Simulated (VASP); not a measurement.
# Mg3CdSe2O2 (P3m1) in VASP: single point with PBE

Aim: the single point of Mg3CdSe2O2 with PBE.

Program: VASP 6.6.1. These are calculated values, not measurements. Logs are shortened: lines on timing, memory, paths and dates and some standing lists are left out, and cuts for length are marked.

### 1 The cell of the first run

Symmetry: P3m1, No. 156, trigonal system. The conventional cell has a = 3.660 Å, b = 3.660 Å, c = 12.351 Å, α = 90.00°, β = 90.00°, γ = 120.00°. Mg (site symmetry 3m) has 3 O at 2.20 Å and 3 Se at 2.91 Å within 3.0 Å. Within 2.6 Å of Mg (site symmetry 3m) lie 1 O at 1.94 Å and 3 Se at 2.51 Å. Within 3.0 Å of Mg (site symmetry 3m) lie 3 O at 2.21 Å and 3 Se at 2.94 Å. Within 2.8 Å of Cd (site symmetry 3m) lie 1 O at 2.15 Å and 3 Se at 2.65 Å. Within 3.5 Å of Se (site symmetry 3m) lie 3 Cd at 2.65 Å and 3 Mg at 2.94 Å and 3 O at 3.42 Å. Within 3.4 Å of Se (site symmetry 3m) lie 6 Mg at 2.51 to 2.91 Å and 3 O at 3.37 Å. O (site symmetry 3m) has 1 Cd at 2.15 Å and 3 Mg at 2.20 Å within 2.8 Å. O (site symmetry 3m) has 4 Mg at 1.94 to 2.21 Å within 2.6 Å.

### 2 Single point, PBE, collinear spin, ferromagnetic start

INCAR reads:

```
SYSTEM = Mg3CdSe2O2
ALGO = Normal
EDIFF = 1E-6
ENCUT = 600
GGA = PE
GGA_COMPAT = .False.
ISIF = 2
ISMEAR = 0
ISPIN = 2
LASPH = .True.
LCHARG = .False.
LORBIT = 11
LREAL = .False.
LWAVE = .False.
MAGMOM = 0 0 0 0 0 0 1 1
NBANDS = 35
NELM = 200
PREC = Accurate
SIGMA = 0.1
```

KPOINTS reads:

```
k-points
0
Gamma
  6 6 2
  0 0 0
```

POSCAR reads:

```
Mg3CdSe2O2
1.0
    3.6599514731      0.0000000000      0.0000000000
   -1.8299757365      3.1696109523      0.0000000000
    0.0000000000      0.0000000000     12.3508409487
Mg Cd Se O
3 1 2 2
Direct
    0.3333333333      0.6666666667      0.9157825048
    0.0000000000      0.0000000000      0.6447111521
    0.6666666667      0.3333333333      0.4361158748
    0.0000000000      0.0000000000      0.1403775726
    0.3333333333      0.6666666667      0.2700965892
    0.6666666667      0.3333333333      0.7540155226
    0.0000000000      0.0000000000      0.9661530638
    0.0000000000      0.0000000000      0.4877477201
```

Potentials or basis: VASP PAW PBE potentials, release 64 (Mg, Cd, Se, O).

Started as:

```sh
$ cat potpaw_PBE.64/Mg/POTCAR potpaw_PBE.64/Cd/POTCAR potpaw_PBE.64/Se/POTCAR potpaw_PBE.64/O/POTCAR > POTCAR
$ mpirun -np 1 vasp_std > vasp.out
```

OUTCAR:

```text
SYSTEM = Mg3CdSe2O2
   EDIFF = 1E-6
   ENCUT = 600
   GGA = PE
   ISIF = 2
   ISMEAR = 0
   ISPIN = 2
   LASPH = .True.
   LORBIT = 11
   LREAL = .False.
   NELM = 200
   PREC = Accurate

 ion  position               nearest neighbor table
   1  0.333  0.667  0.916-   7 2.20   7 2.20   7 2.20   6 2.91   6 2.91   6 2.91   4 3.49   4 3.49
                             4 3.49
   2  0.000  0.000  0.645-   8 1.94   6 2.51   6 2.51   6 2.51   3 3.33   3 3.33   3 3.33
   3  0.667  0.333  0.436-   8 2.21   8 2.21   8 2.21   5 2.94   5 2.94   5 2.94   2 3.33   2 3.33
                             2 3.33
   4  0.000  0.000  0.140-   7 2.15   5 2.65   5 2.65   5 2.65   1 3.49   1 3.49   1 3.49
   5  0.333  0.667  0.270-   4 2.65   4 2.65   4 2.65   3 2.94   3 2.94   3 2.94
   6  0.667  0.333  0.754-   2 2.51   2 2.51   2 2.51   1 2.91   1 2.91   1 2.91
   7  0.000  0.000  0.966-   4 2.15   1 2.20   1 2.20   1 2.20
   8  0.000  0.000  0.488-   2 1.94   3 2.21   3 2.21   3 2.21

  LATTYP: Found a hexagonal cell.
 ALAT       =     3.6599514731
 C/A-ratio  =     3.3745914500

  Lattice vectors:

 A1 = (   3.6599514731,   0.0000000000,   0.0000000000)
 A2 = (  -1.8299757365,   3.1696109523,   0.0000000000)
 A3 = (   0.0000000000,   0.0000000000,  12.3508409487)

Analysis of symmetry for initial positions (statically):
=====================================================================
 Subroutine PRICEL returns:
 Original cell was already a primitive cell.

 Routine SETGRP: Setting up the symmetry group for a
 hexagonal supercell.

 Subroutine GETGRP returns: Found  6 space group operations
 (whereof  6 operations were pure point group operations)
 out of a pool of 24 trial point group operations.

The static configuration has the point symmetry C_3v.

Analysis of symmetry for dynamics (positions and initial velocities):
=====================================================================
 Subroutine PRICEL returns:
 Original cell was already a primitive cell.

 Routine SETGRP: Setting up the symmetry group for a
 hexagonal supercell.

 Subroutine GETGRP returns: Found  6 space group operations
 (whereof  6 operations were pure point group operations)
 out of a pool of 24 trial point group operations.

The dynamic configuration has the point symmetry C_3v.

Analysis of structural, dynamic, and magnetic symmetry:
=====================================================================
 Subroutine PRICEL returns:
 Original cell was already a primitive cell.

 Routine SETGRP: Setting up the symmetry group for a
 hexagonal supercell.

 Subroutine GETGRP returns: Found  6 space group operations
 (whereof  6 operations were pure point group operations)
 out of a pool of 24 trial point group operations.

The overall configuration has the point symmetry C_3v.

 Subroutine INISYM returns: Found  6 space group operations
 (whereof  6 operations are pure point group operations),
 and found     1 'primitive' translations

----------------------------------------------------------------------------------------

                                     Primitive cell

  volume of cell :     143.2774

  direct lattice vectors                    reciprocal lattice vectors
     3.659951473  0.000000000  0.000000000     0.273227666  0.157748067  0.000000000
    -1.829975737  3.169610952  0.000000000     0.000000000  0.315496133  0.000000000
     0.000000000  0.000000000 12.350840949     0.000000000  0.000000000  0.080966147

  length of vectors
     3.659951473  3.659951473 12.350840949     0.315496133  0.315496133  0.080966147

  position of ions in fractional coordinates (direct lattice)
     0.333333333  0.666666667  0.915782505
     0.000000000  0.000000000  0.644711152
     0.666666667  0.333333333  0.436115875
     0.000000000  0.000000000  0.140377573
     0.333333333  0.666666667  0.270096589
     0.666666667  0.333333333  0.754015523
     0.000000000  0.000000000  0.966153064
     0.000000000  0.000000000  0.487747720

  ion indices of the primitive-cell ions
   primitive index   ion index
                 1           1
                 2           2
[... 51 lines left out ...]
   total plane-waves  NPLWV =  90000
   dimension x,y,z NGX =    30 NGY =   30 NGZ =  100
   dimension x,y,z NGXF=    60 NGYF=   60 NGZF=  200
   ions per type =               3   1   2   2
   NGX,Y,Z   is equivalent  to a cutoff of  13.63, 13.63, 13.46 a.u.
   NGXF,Y,Z  is equivalent  to a cutoff of  27.25, 27.25, 26.92 a.u.
 SYSTEM =  Mg3CdSe2O2
   PREC   = accura    normal or accurate (medium, high low for compatibility)
   ISTART =      0    job   : 0-new  1-cont  2-samecut
   ICHARG =      2    charge: 1-file 2-atom 10-const
   ISPIN  =      2    spin polarized calculation?
   LNONCOLLINEAR =      F non collinear calculations
   LSORBIT =      F    spin-orbit coupling
   LASPH  =      T    aspherical Exc in radial PAW
   ENCUT  =  600.0 eV  44.10 Ry    6.64 a.u.   7.31  7.31 24.67*2*pi/ulx,y,z
   NELM   =    200;   NELMIN=  2; NELMDL= -5     # of ELM steps
   EDIFF  = 0.1E-05   stopping-criterion for ELM
   LREAL  =      F    real-space projection
   EDIFFG = 0.1E-04   stopping-criterion for IOM
   NSW    =      0    number of steps for IOM
   IBRION =     -1    ionic relax: 0-MD 1-quasi-New 2-CG
   NFREE  =      0    steps in history (QN), initial steepest desc. (CG)
   ISIF   =      2    stress and relaxation
   ISYM   =      2    0-nonsym 1-usesym 2-fastsym
   POTIM  = 0.5000    time-step for ionic-motion
   TEBEG  =    0.0;   TEEND  =   0.0 temperature during run
   PSTRESS=    0.0 pullay stress
   NELECT =      42.0000    total number of electrons
   NUPDOWN=      -1.0000    fix difference up-down
   EMIN   =  10.00;   EMAX   =-10.00  energy-range for DOS
   EFERMI =   0.00;   METHOD = LEGACY
   ISMEAR =     0;   SIGMA  =   0.10  broadening in eV -4-tet -1-fermi 0-gaus
   EFERMI_NEDOS =   21; number of points for ismear=-14 and -15
   IALGO  =     38    algorithm
   IMIX   =      4    mixing-type and parameters
     AMIX     =   0.40;   BMIX     =  1.00
     AMIX_MAG =   1.60;   BMIX_MAG =  1.00
  volume/ion in A,a.u.               =      17.91       120.86
  Fermi-wavevector in a.u.,A,eV,Ry     =   1.087507  2.055090 16.091217  1.182671
  Thomas-Fermi vector in A             =   2.223668
   LORBIT       =     11    0 simple, 1 ext, 2 COOP (PROOUT), +10 PAW based schemes
   GGA     = PE    functional components
   LHFCALC =     F    Hartree Fock is set to
   AEXX    =    0.0000 exact exchange contribution
   IVDW    =     0    specifies the selected vdW correction
   LEPSILON=     F    determine dielectric tensor
   LRPA    =     F    only Hartree local field effects (RPA)
 spin polarized calculation
 Gauss-broadening in eV      SIGMA  =   0.10
  energy-cutoff  :      600.00
  volume of cell :      143.28
 maximum number of plane-waves:      4831
 NGX is ok and might be reduce to    30
   NGX = 15   NGY = 15   NGZ = 49

 number of electron      42.0000002 magnetization       0.0003873

 Free energy of the ion-electron system (eV)
  ---------------------------------------------------
  ext. energy  EPLUGINS =         0.00000000
  ---------------------------------------------------
  free energy    TOTEN  =       -33.74635566 eV

  energy without entropy =      -33.74385897  energy(sigma->0) =      -33.74510731

 E-fermi :   3.4431     XC(G=0):  -9.4945

 val. band max:        3.3956979177   @ k =   0.0000   0.0000   0.0000
 cond. band min:       3.9012298682   @ k =   0.0000   0.0000   0.5000
 fundamental gap:      0.5055319504
 Fermi energy:         3.4431211842

 spin component 1

 k-point     1 :       0.0000    0.0000    0.0000
  band No.  band energies     occupation
      1     -14.6953      1.00000
      2     -14.5766      1.00000
      3     -10.2316      1.00000
      4     -10.0982      1.00000
      5      -5.4284      1.00000
      6      -5.4074      1.00000
[... 493 lines left out ...]
     32      11.2938      0.00000
     33      11.9025      0.00000
 Fermi energy:         3.4431211842

 spin component 2

 k-point     1 :       0.0000    0.0000    0.0000
  band No.  band energies     occupation
      1     -14.6954      1.00000
      2     -14.5766      1.00000
      3     -10.2316      1.00000
      4     -10.0981      1.00000
      5      -5.4284      1.00000
      6      -5.4074      1.00000
[... 493 lines left out ...]
     32      11.2940      0.00000
     33      11.9025      0.00000
 [bands above 33 left out]

------------------------ aborting loop because EDIFF is reached ----------------------------------------

  FORCE on cell =-STRESS in cart. coord.  units (eV):
  Direction    XX          YY          ZZ          XY          YZ          ZX
  --------------------------------------------------------------------------------------
  -------------------------------------------------------------------------------------
  Total       -0.1817138     -0.1817138     -0.1840035     -0.0000000      0.0000000     -0.0000000
  in kB       -2.0319862     -2.0319862     -2.0575896     -0.0000000      0.0000000     -0.0000000
  external PRESSURE =      -2.0405207 kB  Pullay stress =       0.0000000 kB

 VOLUME and BASIS-vectors are now :
 -----------------------------------------------------------------------------
  energy-cutoff  :      600.00
  volume of cell :      143.28
      direct lattice vectors                 reciprocal lattice vectors
     3.659951473  0.000000000  0.000000000     0.273227666  0.157748067  0.000000000
    -1.829975737  3.169610952  0.000000000     0.000000000  0.315496133  0.000000000
     0.000000000  0.000000000 12.350840949     0.000000000  0.000000000  0.080966147

 POSITION                                       TOTAL-FORCE (eV/Angst)
 -----------------------------------------------------------------------------------
     -0.00000      2.11307     11.31068         0.000000      0.000000      0.048412
      0.00000      0.00000      7.96272         0.000000     -0.000000     -0.066910
      1.82998      1.05654      5.38640         0.000000     -0.000000     -0.223788
      0.00000      0.00000      1.73378        -0.000000     -0.000000      0.273756
     -0.00000      2.11307      3.33592        -0.000000     -0.000000      0.028152
      1.82998      1.05654      9.31273        -0.000000      0.000000      0.020049
      0.00000      0.00000     11.93280         0.000000     -0.000000     -0.191353
      0.00000      0.00000      6.02409         0.000000     -0.000000      0.111682
 -----------------------------------------------------------------------------------
    total drift:                               -0.000000      0.000000     -0.000017

  FREE ENERGIE OF THE ION-ELECTRON SYSTEM (eV)
  ---------------------------------------------------
  free  energy   TOTEN  =       -33.7463556576 eV

  energy  without entropy=      -33.7438589700  energy(sigma->0) =      -33.74510731

 total charge

# of ion       s       p       d       tot
------------------------------------------
    1        0.126   0.106   0.036   0.268
    2        0.180   0.174   0.055   0.409
    3        0.128   0.106   0.035   0.269
    4        0.440   0.323   9.567  10.330
    5        1.458   2.422   0.022   3.903
    6        1.440   2.546   0.015   4.001
    7        1.552   3.390   0.000   4.941
    8        1.547   3.435   0.000   4.982
--------------------------------------------------
tot          6.870  12.502   9.730  29.102

 magnetization (x)

# of ion       s       p       d       tot
------------------------------------------
    1       -0.000  -0.000   0.000  -0.000
    2        0.000   0.000   0.000   0.000
    3        0.000   0.000   0.000   0.000
    4       -0.000   0.000  -0.000  -0.000
    5       -0.000   0.000   0.000   0.000
    6        0.000   0.000   0.000   0.000
    7        0.000  -0.000   0.000  -0.000
    8        0.000  -0.000   0.000  -0.000
--------------------------------------------------
tot          0.000  -0.000  -0.000  -0.000
```

Run time: 2.8 min. Hardware: 1 thread of Oxide Virtual Turin-like, shared host; peak memory 0.39 GiB.

Results:

```
Free energy                                           : -33.7464 eV
Pressure                                              : -0.2 GPa
Largest force                                         : 0.274 eV/Å
Band gap on the k mesh                                : zero (filled and empty bands touch)
Net moment                                            : 0.00 μB per cell
Valence electrons inside the program's atomic spheres : Mg 0.27, 0.41 (each value once); Cd 10.33; Se 3.90, 4.00; O 4.94, 4.98
```

Forces on the atoms (eV/Å):
```
Mg   0.000  0.000  0.048
Mg   0.000  0.000 -0.067
Mg   0.000  0.000 -0.224
Cd   0.000  0.000  0.274
Se   0.000  0.000  0.028
Se   0.000  0.000  0.020
O    0.000  0.000 -0.191
O    0.000  0.000  0.112
```

Caveat: semilocal functionals underestimate gaps, and a narrow one can read as zero.

The gap in the log of VASP goes by the Fermi energy; the results here count the filled bands.